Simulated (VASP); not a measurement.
# Sn3Se (I4/mmm) in VASP: a series of runs

The runs below take Sn3Se through single point, with PBEsol.

Program: VASP 6.6.1. These are calculated values, not measurements. Logs are shortened: lines on timing, memory, paths and dates and some standing lists are left out, and cuts for length are marked.

## (1) The cell of the first run

It takes space group I4/mmm (No. 139, tetragonal). The conventional cell has a = 5.491 Å, b = 5.491 Å, c = 7.466 Å, α = 90.00°, β = 90.00°, γ = 90.00°. Sn (site symmetry 4/mmm) has 8 Sn at 3.32 Å and 6 Se at 3.73 to 3.88 Å within 4.4 Å. Within 4.4 Å of Sn (site symmetry -4m2) lie 10 Sn at 3.32 to 3.88 Å and 4 Se at 3.32 Å. Se (site symmetry 4/mmm) has 14 Sn at 3.32 to 3.88 Å within 4.4 Å.

## (2) Single point, PBEsol

INCAR reads:

```
SYSTEM = Sn3Se
PREC = Accurate
ENCUT = 520
EDIFF = 1E-6
ISMEAR = -1
SIGMA = 0.05
LREAL = .False.
LASPH = .True.
NELM = 100
ALGO = Normal
ISIF = 2
LWAVE = .False.
LCHARG = .True.
GGA = PS
LELF = .True.
LVHAR = .True.
NBANDS = 32
```

KPOINTS reads:

```
regular mesh
0
Gamma
  5 5 5
  0 0 0
```

POSCAR reads:

```
Sn3Se
1.0
    0.0000000000      3.8824635200      3.7331380000
    3.8824635200      0.0000000000      3.7331380000
    3.8824635200      3.8824635200      0.0000000000
Sn Se
3 1
Direct
    0.5000000000      0.5000000000      0.5000000000
    0.7500000000      0.7500000000      0.7500000000
    0.2500000000      0.2500000000      0.2500000000
    0.0000000000      0.0000000000      0.0000000000
```

Potentials or basis: VASP PAW PBE potentials, release 64 (Sn_d, Se).

The run is started by

```bash
$ cat potpaw_PBE.64/Sn_d/POTCAR potpaw_PBE.64/Se/POTCAR > POTCAR
$ mpirun -np 1 vasp_std > vasp.out
```

OUTCAR:

```text
SYSTEM = Sn3Se
   PREC = Accurate
   ENCUT = 520
   EDIFF = 1E-6
   ISMEAR = -1
   LREAL = .False.
   LASPH = .True.
   NELM = 100
   ISIF = 2
   GGA = PS

 ion  position               nearest neighbor table
   1  0.500  0.500  0.500-   3 3.32   3 3.32   3 3.32   2 3.32   3 3.32   2 3.32   2 3.32   2 3.32

   2  0.750  0.750  0.750-   1 3.32   1 3.32   1 3.32   1 3.32   3 3.73   3 3.73
   3  0.250  0.250  0.250-   1 3.32   1 3.32   1 3.32   1 3.32   2 3.73   2 3.73
   4  0.000  0.000  0.000-

  LATTYP: Found a body centered tetragonal cell.
 ALAT       =     5.4906325654
 C/A-ratio  =     1.3598207331

  Lattice vectors:

 A1 = (   0.0000000000,  -3.8824635200,  -3.7331380000)
 A2 = (   0.0000000000,   3.8824635200,  -3.7331380000)
 A3 = (   3.8824635200,   0.0000000000,   3.7331380000)

Analysis of symmetry for initial positions (statically):
=====================================================================
 Subroutine PRICEL returns:
 Original cell was already a primitive cell.

 Routine SETGRP: Setting up the symmetry group for a
 body centered tetragonal supercell.

 Subroutine GETGRP returns: Found 16 space group operations
 (whereof 16 operations were pure point group operations)
 out of a pool of 16 trial point group operations.

The static configuration has the point symmetry D_4h.

Analysis of symmetry for dynamics (positions and initial velocities):
=====================================================================
 Subroutine PRICEL returns:
 Original cell was already a primitive cell.

 Routine SETGRP: Setting up the symmetry group for a
 body centered tetragonal supercell.

 Subroutine GETGRP returns: Found 16 space group operations
 (whereof 16 operations were pure point group operations)
 out of a pool of 16 trial point group operations.

The dynamic configuration has the point symmetry D_4h.

 Subroutine INISYM returns: Found 16 space group operations
 (whereof 16 operations are pure point group operations),
 and found     1 'primitive' translations

----------------------------------------------------------------------------------------

                                     Primitive cell

  volume of cell :     112.5431

  direct lattice vectors                    reciprocal lattice vectors
[... 78 lines left out ...]
   ISPIN  =      1    spin polarized calculation?
   LNONCOLLINEAR =      F non collinear calculations
   LSORBIT =      F    spin-orbit coupling
   LASPH  =      T    aspherical Exc in radial PAW
   ENCUT  =  520.0 eV  38.22 Ry    6.18 a.u.  10.01 10.01 10.21*2*pi/ulx,y,z
   NELM   =    100;   NELMIN=  2; NELMDL= -5     # of ELM steps
   EDIFF  = 0.1E-05   stopping-criterion for ELM
   LREAL  =      F    real-space projection
   EDIFFG = 0.1E-04   stopping-criterion for IOM
   NSW    =      0    number of steps for IOM
   IBRION =     -1    ionic relax: 0-MD 1-quasi-New 2-CG
   NFREE  =      0    steps in history (QN), initial steepest desc. (CG)
   ISIF   =      2    stress and relaxation
   ISYM   =      2    0-nonsym 1-usesym 2-fastsym
   POTIM  = 0.5000    time-step for ionic-motion
   TEBEG  =    0.0;   TEEND  =   0.0 temperature during run
   PSTRESS=    0.0 pullay stress
   NELECT =      48.0000    total number of electrons
   NUPDOWN=      -1.0000    fix difference up-down
   EMIN   =  10.00;   EMAX   =-10.00  energy-range for DOS
   EFERMI =   0.00;   METHOD = LEGACY
   ISMEAR =    -1;   SIGMA  =   0.05  broadening in eV -4-tet -1-fermi 0-gaus
   EFERMI_NEDOS =   21; number of points for ismear=-14 and -15
   IALGO  =     38    algorithm
   IMIX   =      4    mixing-type and parameters
     AMIX     =   0.40;   BMIX     =  1.00
     AMIX_MAG =   1.60;   BMIX_MAG =  1.00
  volume/ion in A,a.u.               =      28.14       189.87
  Fermi-wavevector in a.u.,A,eV,Ry     =   1.232298  2.328705 20.661231  1.518558
  Thomas-Fermi vector in A             =   2.367073
   LORBIT       =      0    0 simple, 1 ext, 2 COOP (PROOUT), +10 PAW based schemes
   GGA     = PS    functional components
   LHFCALC =     F    Hartree Fock is set to
   AEXX    =    0.0000 exact exchange contribution
   IVDW    =     0    specifies the selected vdW correction
   LEPSILON=     F    determine dielectric tensor
   LRPA    =     F    only Hartree local field effects (RPA)
 non-spin polarized calculation
  energy-cutoff  :      520.00
  volume of cell :      112.54
 maximum number of plane-waves:      3047
   NGX = 21   NGY = 21   NGZ = 21

 number of electron      47.9999992 magnetization

 Free energy of the ion-electron system (eV)
  ---------------------------------------------------
  ext. energy  EPLUGINS =         0.00000000
  ---------------------------------------------------
  free energy    TOTEN  =       -16.38304279 eV

  energy without entropy =      -16.35679490  energy(sigma->0) =      -16.36991884

 E-fermi :   6.1982     XC(G=0): -10.0750

 val. band max:        6.1323426748   @ k =   0.2000   0.0000   0.0000
 cond. band min:       6.2041247851   @ k =  -0.4000   0.4000   0.0000
 fundamental gap:      0.0717821103
 Fermi energy:         6.1981620139

 k-point     1 :       0.0000    0.0000    0.0000
  band No.  band energies     occupation
      1     -15.2594      2.00000
      2     -15.2534      2.00000
      3     -15.2308      2.00000
      4     -15.2308      2.00000
      5     -15.2300      2.00000
      6     -15.2276      2.00000
[... 619 lines left out ...]
     31      11.0638      0.00000
     32      13.6886      0.00000

------------------------ aborting loop because EDIFF is reached ----------------------------------------

  FORCE on cell =-STRESS in cart. coord.  units (eV):
  Direction    XX          YY          ZZ          XY          YZ          ZX
  --------------------------------------------------------------------------------------
  -------------------------------------------------------------------------------------
  Total       -3.8823238     -3.8823238     -4.7875993      0.0000000      0.0000000      0.0000000
  in kB      -55.2692443    -55.2692443    -68.1568595      0.0000000      0.0000000      0.0000000
  external PRESSURE =     -59.5651160 kB  Pullay stress =       0.0000000 kB

 VOLUME and BASIS-vectors are now :
 -----------------------------------------------------------------------------
  energy-cutoff  :      520.00
  volume of cell :      112.54
      direct lattice vectors                 reciprocal lattice vectors
     0.000000000  3.882463520  3.733138000    -0.128784211  0.128784211  0.133935579
     3.882463520  0.000000000  3.733138000     0.128784211 -0.128784211  0.133935579
     3.882463520  3.882463520  0.000000000     0.128784211  0.128784211 -0.133935579

 POSITION                                       TOTAL-FORCE (eV/Angst)
 -----------------------------------------------------------------------------------
      3.88246      3.88246      3.73314        -0.000000     -0.000000     -0.000000
      5.82370      5.82370      5.59971        -0.000000     -0.000000      0.000000
      1.94123      1.94123      1.86657         0.000000      0.000000     -0.000000
      0.00000      0.00000      0.00000        -0.000000     -0.000000      0.000000
 -----------------------------------------------------------------------------------
    total drift:                               -0.000000      0.000000      0.000000

  FREE ENERGIE OF THE ION-ELECTRON SYSTEM (eV)
  ---------------------------------------------------
  free  energy   TOTEN  =       -16.3830427870 eV

  energy  without entropy=      -16.3567949017  energy(sigma->0) =      -16.36991884
```

OSZICAR:

```text
N       E                     dE             d eps       ncg     rms          rms(c)
DAV:   1     0.445967104212E+03    0.44597E+03   -0.23711E+04  1200   0.211E+03
DAV:   2     0.420349774673E+02   -0.40393E+03   -0.39134E+03  1160   0.548E+02
DAV:   3    -0.139648583887E+02   -0.56000E+02   -0.54444E+02  1440   0.172E+02
DAV:   4    -0.165092608599E+02   -0.25444E+01   -0.25380E+01  1208   0.394E+01
DAV:   5    -0.165878893065E+02   -0.78628E-01   -0.78615E-01  1608   0.733E+00    0.312E+00
DAV:   6    -0.163974359766E+02    0.19045E+00   -0.39615E-01  1496   0.668E+00    0.186E+00
DAV:   7    -0.163874364958E+02    0.99995E-02   -0.11627E-01  1352   0.237E+00    0.999E-01
DAV:   8    -0.163833793111E+02    0.40572E-02   -0.19954E-02  1456   0.806E-01    0.173E-01
DAV:   9    -0.163830340777E+02    0.34523E-03   -0.25359E-03  1344   0.552E-01    0.714E-02
DAV:  10    -0.163830387736E+02   -0.46959E-05   -0.40618E-04  1464   0.190E-01    0.256E-02
DAV:  11    -0.163830427435E+02   -0.39699E-05   -0.23769E-05  1544   0.507E-02    0.129E-02
DAV:  12    -0.163830427870E+02   -0.43500E-07   -0.18278E-06   880   0.138E-02
   1 F= -.16383043E+02 E0= -.16369919E+02  d E =-.262479E-01
```

stdout:

```text
POSCAR found type information on POSCAR SnSe
 POSCAR found :  2 types and       4 ions
 scaLAPACK will be used
 -----------------------------------------------------------------------------
|                                                                             |
|                                                                             |
|     You enforced a specific xc type in the INCAR file but a different       |
|     I HOPE YOU KNOW WHAT YOU ARE DOING!                                     |
|                                                                             |
 -----------------------------------------------------------------------------

 LDA part: xc-table for (Slater+PW92), standard interpolation
 POSCAR, INCAR and KPOINTS ok, starting setup
 FFT: planning ... GRIDC
 FFT: planning ... GRID_SOFT
 FFT: planning ... GRID
 WAVECAR not read
 entering main loop
```

Run time: 32 s. Hardware: 1 thread of AMD EPYC 9R45 (Zen 5), shared host; peak memory 0.23 GiB.

Results:

```yaml
Free_energy: -16.3830 eV
Pressure: -6.0 GPa
Band_gap_on_the_k_mesh: zero (band 24 reaches 6.60 eV, above the bottom of band 25 at 5.16 eV)
```

Stress tensor (GPa, compression positive):
```
-5.53  0.00  0.00
 0.00 -5.53  0.00
 0.00  0.00 -6.82
```

Caveat: the PAW data sets were made with another functional, which shifts forces and pressure a little; spin-orbit coupling is left out, which moves the levels of the heavy elements.

## (3) Single point, PBEsol

This run uses another cell than the first one, of 26.01 Å³/atom, 0.925 times its volume.

INCAR reads:

```
PREC = Accurate ; ENCUT = 520
EDIFF = 1E-6 ; ISMEAR = -1
SIGMA = 0.05 ; LREAL = F
LASPH = T ; NELM = 80
ALGO = Normal ; ISIF = 2
LWAVE = F ; LCHARG = T
GGA = PS ; LELF = T
LVHAR = T ; NBANDS = 32
```

KPOINTS reads:

```
regular mesh
0
Gamma
  6 6 6
```

POSCAR reads:

```
Sn3Se
1.0
    0.0000000000      3.8101180164      3.5838124800
    3.8101180164      0.0000000000      3.5838124800
    3.8101180164      3.8101180164      0.0000000000
Sn Se
3 1
Direct
    0.5000000000      0.5000000000      0.5000000000
    0.7500000000      0.7500000000      0.7500000000
    0.2500000000      0.2500000000      0.2500000000
    0.0000000000      0.0000000000      0.0000000000
```

Potentials or basis: VASP PAW PBE potentials, release 64 (Sn_d, Se).

The run is started by

```bash
$ cat potpaw_PBE.64/Sn_d/POTCAR potpaw_PBE.64/Se/POTCAR > POTCAR
$ mpirun -np 1 vasp_std > vasp.out
```

Wall time 1.8 min (1 thread of Intel Xeon Platinum 8259CL at 2.50GHz (Skylake/Cascade Lake), shared host); peak memory 0.28 GiB.

The run converged. Its results:

```yaml
Free_energy: -16.5968 eV
Pressure: -3.1 GPa
Band_gap_on_the_k_mesh: zero (band 24 reaches 8.07 eV, above the bottom of band 25 at 5.88 eV)
```

Stress tensor (GPa, compression positive):
```
-2.74  0.00  0.00
 0.00 -2.74  0.00
 0.00  0.00 -3.87
```

Levels at points of the mesh, in eV from the Fermi level:
```tsv
k point	band 20	band 21	band 22	band 23	band 24	band 25	band 26	band 27	band 28	band 29
(0.00, 0.00, 0.00)	-2.98	-2.85	-2.85	-1.55	-1.19	-1.19	-0.80	-0.80	0.04	3.80
(0.50, 0.00, 0.00)	-3.46	-3.23	-2.29	-2.01	-0.88	0.34	1.90	2.30	3.22	3.79
(0.50, 0.50, 0.00)	-4.92	-4.92	-0.43	0.39	0.39	0.54	2.58	2.58	3.32	4.65
(0.50, 0.00, 0.50)	-4.81	-4.74	-0.36	0.12	0.86	1.08	2.26	3.17	3.42	3.85
```

Caveat: the PAW data sets were made with another functional, which shifts forces and pressure a little; spin-orbit coupling is left out, which moves the levels of the heavy elements.

## (4) Single point, PBEsol

This run uses another cell than the first one, of 26.01 Å³/atom, 0.925 times its volume.

INCAR reads:

```
SYSTEM = Sn3Se
ALGO = Normal
EDIFF = 1E-6
ENCUT = 520
GGA = PS
ISIF = 2
ISMEAR = -1
LASPH = .True.
LCHARG = .False.
LREAL = .False.
LWAVE = .False.
NBANDS = 32
NELM = 60
PREC = Accurate
SIGMA = 0.05
```

KPOINTS reads:

```
k-points
0
Gamma
  6 6 6
  0 0 0
```

POSCAR reads:

```
Sn3Se
1.0
    0.0000000000      3.7710388499      3.6584752400
    3.7710388499      0.0000000000      3.6584752400
    3.7710388499      3.7710388499      0.0000000000
Sn Se
3 1
Direct
    0.5000000000      0.5000000000      0.5000000000
    0.7500000000      0.7500000000      0.7500000000
    0.2500000000      0.2500000000      0.2500000000
    0.0000000000      0.0000000000      0.0000000000
```

Potentials or basis: VASP PAW PBE potentials, release 64 (Sn_d, Se).

The run is started by

```bash
$ cat potpaw_PBE.64/Sn_d/POTCAR potpaw_PBE.64/Se/POTCAR > POTCAR
$ mpirun -np 1 vasp_std > vasp.out
```

OUTCAR:

```text
SYSTEM = Sn3Se
   EDIFF = 1E-6
   ENCUT = 520
   GGA = PS
   ISIF = 2
   ISMEAR = -1
   LASPH = .True.
   LREAL = .False.
   NELM = 60
   PREC = Accurate

 ion  position               nearest neighbor table
   1  0.500  0.500  0.500-   3 3.23   3 3.23   3 3.23   2 3.23   3 3.23   2 3.23   2 3.23   2 3.23

   2  0.750  0.750  0.750-   1 3.23   1 3.23   1 3.23   1 3.23   4 3.23   4 3.23   4 3.23   4 3.23
                             3 3.66   3 3.66
   3  0.250  0.250  0.250-   4 3.23   4 3.23   4 3.23   1 3.23   4 3.23   1 3.23   1 3.23   1 3.23
[... 1037 lines left out ...]
 [... further k-points ...]
[... 5 lines left out ...]
  --------------------------------------------------------------------------------------
  -------------------------------------------------------------------------------------
  Total       -1.9815878     -1.9815878     -2.2836533      0.0000000      0.0000000      0.0000000
  in kB      -30.5120768    -30.5120768    -35.1632191      0.0000000      0.0000000      0.0000000
  external PRESSURE =     -32.0624575 kB  Pullay stress =       0.0000000 kB

 VOLUME and BASIS-vectors are now :
 -----------------------------------------------------------------------------
  energy-cutoff  :      520.00
  volume of cell :      104.05
      direct lattice vectors                 reciprocal lattice vectors
     0.000000000  3.771038850  3.658475240    -0.132589459  0.132589459  0.136668958
     3.771038850  0.000000000  3.658475240     0.132589459 -0.132589459  0.136668958
     3.771038850  3.771038850  0.000000000     0.132589459  0.132589459 -0.136668958

 POSITION                                       TOTAL-FORCE (eV/Angst)
 -----------------------------------------------------------------------------------
      3.77104      3.77104      3.65848        -0.000000      0.000000      0.000000
      5.65656      5.65656      5.48771         0.000000      0.000000     -0.000000
      1.88552      1.88552      1.82924        -0.000000     -0.000000      0.000000
      0.00000      0.00000      0.00000        -0.000000      0.000000      0.000000
 -----------------------------------------------------------------------------------
    total drift:                               -0.000000     -0.000000      0.000000

  FREE ENERGIE OF THE ION-ELECTRON SYSTEM (eV)
  ---------------------------------------------------
  free  energy   TOTEN  =       -16.5868304440 eV

  energy  without entropy=      -16.5565552496  energy(sigma->0) =      -16.57169285
```

OSZICAR:

```text
N       E                     dE             d eps       ncg     rms          rms(c)
DAV:   1     0.444996006273E+03    0.44500E+03   -0.23946E+04  2008   0.220E+03
DAV:   2     0.415570866983E+02   -0.40344E+03   -0.39003E+03  1944   0.546E+02
DAV:   3    -0.141906992510E+02   -0.55748E+02   -0.54020E+02  2344   0.172E+02
DAV:   4    -0.167092423528E+02   -0.25185E+01   -0.25108E+01  2088   0.396E+01
DAV:   5    -0.167862711182E+02   -0.77029E-01   -0.77022E-01  2616   0.724E+00    0.341E+00
DAV:   6    -0.165982045666E+02    0.18807E+00   -0.31467E-01  2568   0.786E+00    0.202E+00
DAV:   7    -0.165905713668E+02    0.76332E-02   -0.11854E-01  2200   0.277E+00    0.994E-01
DAV:   8    -0.165872456088E+02    0.33258E-02   -0.16136E-02  2264   0.812E-01    0.196E-01
DAV:   9    -0.165868414121E+02    0.40420E-03   -0.13805E-03  2168   0.289E-01    0.596E-02
DAV:  10    -0.165868290852E+02    0.12327E-04   -0.28494E-04  2320   0.189E-01    0.242E-02
DAV:  11    -0.165868305997E+02   -0.15145E-05   -0.38748E-05  2360   0.787E-02    0.949E-03
DAV:  12    -0.165868304440E+02    0.15574E-06   -0.34001E-06  1720   0.140E-02
   1 F= -.16586830E+02 E0= -.16571693E+02  d E =-.302752E-01
```

stdout:

```text
POSCAR found type information on POSCAR SnSe
 POSCAR found :  2 types and       4 ions
 scaLAPACK will be used
 -----------------------------------------------------------------------------
|                                                                             |
|                                                                             |
|     You enforced a specific xc type in the INCAR file but a different       |
|     I HOPE YOU KNOW WHAT YOU ARE DOING!                                     |
|                                                                             |
 -----------------------------------------------------------------------------

 LDA part: xc-table for (Slater+PW92), standard interpolation
 POSCAR, INCAR and KPOINTS ok, starting setup
 FFT: planning ... GRIDC
 FFT: planning ... GRID_SOFT
 FFT: planning ... GRID
 WAVECAR not read
 entering main loop
```

Wall time 96 s (1 thread of Intel Xeon Platinum 8259CL at 2.50GHz (Skylake/Cascade Lake), shared host); peak memory 0.28 GiB.

What came out:

```
Free energy            : -16.5868 eV
Pressure               : -3.2 GPa
Band gap on the k mesh : zero (band 24 reaches 7.88 eV, above the bottom of band 25 at 5.81 eV)
```

Stress tensor (GPa, compression positive):
```
-3.05  0.00  0.00
 0.00 -3.05  0.00
 0.00  0.00 -3.52
```

Caveat: the PAW data sets were made with another functional, which shifts forces and pressure a little; spin-orbit coupling is left out, which moves the levels of the heavy elements.

## (5) Overview

| cell | k mesh | gap on the mesh (eV) | pressure (GPa) |
| --- | --- | --- | --- |
| a = 5.386, b = 5.386, c = 5.491 Å, angles 59.4, 59.4, 61.3°, 4 atoms | 5 × 5 × 5 | none | -6.0 |
| a = 5.231, b = 5.231, c = 5.388 Å, angles 59.0, 59.0, 62.0°, 4 atoms | 6 × 6 × 6 | none | -3.1 |
| a = 5.254, b = 5.254, c = 5.333 Å, angles 59.5, 59.5, 61.0°, 4 atoms | 6 × 6 × 6 | none | -3.2 |

Alike in all rows: task single point; level PBEsol; potentials or basis VASP PAW PBE potentials, release 64 (Sn_d, Se); no spin polarisation; cutoff (eV) 520; smearing fermi-dirac 0.05 eV.

Caveats: the PAW data sets were made with another functional, which shifts forces and pressure a little; spin-orbit coupling is left out, which moves the levels of the heavy elements.

Total energies depend on the potentials used, so only differences within one code and one set of settings carry meaning.
